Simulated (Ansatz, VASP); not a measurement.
Given: the input of a run of VASP 6.6.1 on BaTiO3.

Contents of INCAR:

```
PREC     = Accurate       # precision mode
ENCUT    = 520            # plane-wave cutoff, eV
EDIFF    = 1E-7           # SCF threshold, eV
ISMEAR   = -1             # smearing method
SIGMA    = 0.05           # smearing width, eV
LREAL    = False          # projectors in reciprocal space
LASPH    = True           # aspherical terms in the spheres
NELM     = 60             # most SCF steps
ALGO     = Normal         # electronic algorithm
ISIF     = 2              # what is computed and relaxed
LWAVE    = False          # write WAVECAR
LCHARG   = True           # write CHGCAR
GGA      = PE             # functional
LELF     = True           # ELF
LVHAR    = True         
NBANDS   = 28             # bands
```

Contents of KPOINTS:

```
regular mesh
0
Gamma
  7 7 7
```

The input POSCAR:

```
BaTiO3
1.0
    3.9587508719      0.0000000000      0.0000000000
    0.0000000000      2.8178598290      2.8260544582
    0.0000000000     -2.8178598290      2.8260544582
Ba Ti O
1 1 3
Direct
    0.0000000000      0.0000000000      0.0000000000
    0.5000000000      0.5124000000      0.5124000000
    0.5000000000      0.9918400000      0.5052400000
    0.5000000000      0.5052400000      0.9918400000
    0.0000000000      0.4874000000      0.4874000000
```

Potentials or basis: VASP PAW PBE potentials, release 64 (Ba_sv, Ti_sv, O).

Run with:

```console
$ cat potpaw_PBE.64/Ba_sv/POTCAR potpaw_PBE.64/Ti_sv/POTCAR potpaw_PBE.64/O/POTCAR > POTCAR
$ mpirun -np 1 vasp_std > vasp.out
```

Task: Set up the same calculation for Ansatz 0.2.0. Potentials there: Ansatz PAW soft_1.

Result: As run (the cutoff follows the program's own potentials):

Contents of input.yaml:

```yaml
crystal:
  lattice:
    - [3.9587508719, 0.0, 0.0]
    - [0.0, 2.817859829, 2.8260544582]
    - [0.0, -2.817859829, 2.8260544582]
  atoms:
    - { symbol: Ba, position: [0.0, 0.0, 0.0] }
    - { symbol: Ti, position: [0.5, 0.5124, 0.5124] }
    - { symbol: O, position: [0.5, 0.99184, 0.50524] }
    - { symbol: O, position: [0.5, 0.50524, 0.99184] }
    - { symbol: O, position: [0.0, 0.4874, 0.4874] }
hamiltonian:
  xc: pbe
  pseudopotentials: { kind: paw, azcp: { folder: soft_1 } }
kpoints:
  mp_grid: { grid: [7, 7, 7] }
scf:
  occupations: { method: fermi_dirac, width: 0.05 }
output:
  forces: true
  stress: true
  eigenvalues: true
```

Potentials or basis: Ansatz PAW soft_1.

The run is started by

```bash
$ ansatz run input.yaml --threads 1 --pin off --max-ram 3584MiB --backend cpu --events-out ev --progress --plain --runs-dir out
```

Both were run:

|  | VASP | Ansatz | Ansatz less VASP |
| --- | --- | --- | --- |
| gap on the k mesh at the Fermi level (eV) | 1.96 | 2.03 | +0.071 |
| least direct gap on the mesh (eV) | 2.08 | 2.10 | +0.023 |
| pressure (GPa) | 7.9 | 6.0 | -1.88 |
| traceless stress, the component that is largest in VASP (GPa) | -0.40 | -0.41 | -0.001 |
| rms of the force components (eV/Å) | 0.107 | 0.107 | +0.0001 |

Atom by atom the forces differ by 0.015 eV/Å (rms over components).

Neither program's run includes spin-orbit coupling. Noted on Ansatz's run: odd divisions of the mesh miss points on the zone boundary, where band edges often lie, so the gap on the mesh can be too wide.
